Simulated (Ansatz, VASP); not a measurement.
**One calculation of HfO2, two programs**

File INCAR:

```
PREC = Accurate
ENCUT = 520
EDIFF = 1E-7
ISMEAR = -1
SIGMA = 0.02
LREAL = False
LASPH = True
NELM = 60
ALGO = Normal
ISIF = 2
LWAVE = False
LCHARG = False
GGA = PE
NBANDS = 56
```

Contents of KPOINTS:

```
regular mesh
0
Gamma
  6 6 6
```

File POSCAR:

```
HfO2
1.0
    5.1138648531      0.0000000000      0.0049017969
    0.0000000000      5.1814079143      0.0000000000
   -0.8746903931      0.0000000000      5.3789469241
Hf O
4 8
Direct
    0.2747367658      0.4574793690      0.7093423552
    0.7252632342      0.9574793690      0.7906576448
    0.7252632342      0.5425206310      0.2906576448
    0.2747367658      0.0425206310      0.2093423552
    0.4493769333      0.7435941678      0.9702066361
    0.5506230667      0.2435941678      0.5297933639
    0.5506230667      0.2564058322      0.0297933639
    0.4493769333      0.7564058322      0.4702066361
    0.0640970273      0.3194548114      0.3585227801
    0.9359029727      0.8194548114      0.1414772199
    0.9359029727      0.6805451886      0.6414772199
    0.0640970273      0.1805451886      0.8585227801
```

Input for Ansatz:

```yaml
crystal:
  lattice:
    - [5.1138648531, 0.0, 0.0049017969]
    - [0.0, 5.1814079143, 0.0]
    - [-0.8746903931, 0.0, 5.3789469241]
  atoms:
    - { symbol: Hf, position: [0.2747367658, 0.457479369, 0.7093423552] }
    - { symbol: Hf, position: [0.7252632342, 0.957479369, 0.7906576448] }
    - { symbol: Hf, position: [0.7252632342, 0.542520631, 0.2906576448] }
    - { symbol: Hf, position: [0.2747367658, 0.042520631, 0.2093423552] }
    - { symbol: O, position: [0.4493769333, 0.7435941678, 0.9702066361] }
    - { symbol: O, position: [0.5506230667, 0.2435941678, 0.5297933639] }
    - { symbol: O, position: [0.5506230667, 0.2564058322, 0.0297933639] }
    - { symbol: O, position: [0.4493769333, 0.7564058322, 0.4702066361] }
    - { symbol: O, position: [0.0640970273, 0.3194548114, 0.3585227801] }
    - { symbol: O, position: [0.9359029727, 0.8194548114, 0.1414772199] }
    - { symbol: O, position: [0.9359029727, 0.6805451886, 0.6414772199] }
    - { symbol: O, position: [0.0640970273, 0.1805451886, 0.8585227801] }
kpoints:
  mp_grid: { grid: [6, 6, 6] }
  band_path:
    path:
      - [0.0, 0.0, 0.0]
      - [0.0, 0.5, 0.0]
      - [0.0, 0.5, 0.5]
      - [0.0, 0.0, 0.5]
      - [-0.5, 0.0, 0.5]
      - [-0.5, 0.5, 0.5]
      - [-0.5, 0.5, 0.0]
      - [-0.5, 0.0, 0.0]
    npoints: 1
hamiltonian:
  xc: pbe
scf:
  occupations: { method: fermi_dirac, width: 0.02 }
  n_extra_bands: 7
output:
  forces: true
  stress: true
  eigenvalues: true
```

Change from the starting cell: uniaxial_z strain +3.0%.

Alike in both runs: task single point; functional PBE; k mesh 6 × 6 × 6; occupations fermi-dirac, width 0.02 eV; no spin polarisation.

|  | VASP | Ansatz |
| --- | --- | --- |
| version | VASP 6.6.1 | Ansatz 0.2.0 |
| potentials or method | VASP PAW PBE potentials, release 64 (Hf_pv, O) | plane waves, PAW |
| plane-wave cutoff (eV) | 520 | 420 |
| valence electrons in the cell | 88 | 152 |

```csv
,VASP,Ansatz,Ansatz less VASP
gap on the k mesh at the Fermi level (eV),4.14,4.18,+0.042
pressure (GPa),-3.1,-0.1,+2.99
"traceless stress, the component that is largest in VASP (GPa)",-3.32,-3.27,+0.053
rms of the force components (eV/Å),0.013,0.042,+0.0289
```

Atom by atom the forces differ by 0.035 eV/Å (rms over components). VASP's potentials hold 88 valence electrons a cell and Ansatz's 152, so a difference there can come from the potentials and not from the codes.

Spin-orbit coupling is off throughout.
